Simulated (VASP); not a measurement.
Runs of VASP 6.6.1 on Rb. The structure is that of space group Fm-3m (No. 225), or close to it. The cells are those of the table. 

| task | cell | k mesh | cutoff (eV) | gap on the mesh (eV) | pressure (GPa) |
| --- | --- | --- | --- | --- | --- |
| single point | a = 5.085 Å, angles 60.0°, 1 atom | 8 × 8 × 8 | 520 | none | (a) |
| single point | a = 5.228 Å, angles 60.0°, 1 atom | 12 × 12 × 12 | 520 | none | 0.0 |
| relaxation of cell and atoms | relaxed from a = 4.976 Å, angles 60.0°, 1 atom | 8 × 8 × 8 | 600 | none | 0.0 |
| single point | a = 5.158 Å, angles 60.0°, 1 atom | 8 × 8 × 8 | 520 | none | 0.1 |
| single point | a = 5.228 Å, angles 60.0°, 1 atom | 8 × 8 × 8 | 520 | none | 0.0 |

Alike in all rows: level RPBE; potentials or basis VASP PAW PBE potentials, release 64 (Rb_sv); no spin polarisation; smearing fermi-dirac 0.1 eV.

Q: Fill in the values left out.

A: (a) 0.2.

Caveats: the PAW data sets were made with another functional, which shifts forces and pressure a little.

A k mesh can miss the band edges, and the runs leave out spin-orbit coupling on Rb.

A gap of «none» marks levels without a gap at the run's occupations.
